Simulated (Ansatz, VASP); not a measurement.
**One calculation of Na, two programs**

```
CELL_PARAMETERS angstrom
-2.14100 2.14100 2.14100
2.14100 -2.14100 2.14100
2.14100 2.14100 -2.14100
ATOMIC_POSITIONS crystal
Na 0.00000 0.00000 0.00000
```

Alike in both runs: task single point; functional PBE; k mesh 22 × 22 × 22; occupations gaussian, width 0.1 eV; no spin polarisation.

|  | VASP | Ansatz |
| --- | --- | --- |
| version | VASP 6.6.1 | Ansatz 0.2.0 |
| potentials or method | VASP PAW PBE potentials, release 64 (Na_pv), cutoff 500 eV | scalar-relativistic, plane waves, PAW |
| valence electrons in the cell | 7 | 9 |

|  | VASP | Ansatz | Ansatz less VASP |
| --- | --- | --- | --- |
| gap on the k mesh at the Fermi level (eV) | none | none | - |
| pressure (GPa) | -0.5 | -0.4 | +0.04 |

A gap of «none» marks a metal or a gap that the smearing closes. With one functional, cell and mesh, what is left measures potentials, basis and numerics. VASP's potentials hold 7 valence electrons a cell and Ansatz's 9, so a difference there can come from the potentials and not from the codes.
